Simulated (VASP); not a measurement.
Input of a VASP 6.6.1 run:

The input POSCAR:

```
Zr
1.0
    2.9405630624      0.0000000000      0.0000000000
    0.0000000000      2.9405630624      0.0000000000
    0.0000000000      0.0000000000      2.9405630624
Zr
1
Direct
    0.0000000000      0.0000000000      0.0000000000
```

INCAR.step1

```
SYSTEM = Zr
PREC = Accurate ; ENCUT = 520
ISMEAR = -1 ; SIGMA = 0.05
LREAL = .FALSE. ; LASPH = .TRUE.
NELM = 150 ; ISPIN = 2
MAGMOM = 0.676 ; LMAXMIX = 4
NBANDS = 16 ; GGA = PE
ALGO = Normal ; EDIFF = 1E-4
LWAVE = .TRUE. ; LCHARG = .FALSE.
```

The input INCAR.step2:

```
SYSTEM = Zr
PREC = Accurate ; ENCUT = 520
EDIFF = 1E-6 ; ISMEAR = -1
SIGMA = 0.05 ; LREAL = .FALSE.
LASPH = .TRUE. ; NELM = 150
ALGO = Normal ; ISIF = 2
LWAVE = .FALSE. ; LCHARG = .FALSE.
ISPIN = 2 ; MAGMOM = 0.676
LORBIT = 11 ; LMAXMIX = 4
METAGGA = R2SCAN ; LMIXTAU = .TRUE.
NBANDS = 16 ; ISTART = 1
```

The input KPOINTS:

```
regular mesh
0
G
  18 18 18
  0 0 0
```

Potentials or basis: VASP PAW PBE potentials, release 64 (Zr_sv).

The run is started by

```console
$ cat potpaw_PBE.64/Zr_sv/POTCAR > POTCAR
$ cp INCAR.step1 INCAR
$ mpirun -np 1 vasp_std > vasp.out
$ cp INCAR.step2 INCAR
$ mpirun -np 1 vasp_std > vasp.out
```

(1) Estimate the band gap on the k mesh.

(2) What does it give for the net moment?

(3) What does it give for the pressure?

Answers

(1) zero (filled and empty bands overlap).

(2) 0.00 μB per cell.

(3) -2.4 GPa.

Caveat: the PAW data sets were made with another functional, which shifts forces and pressure a little.
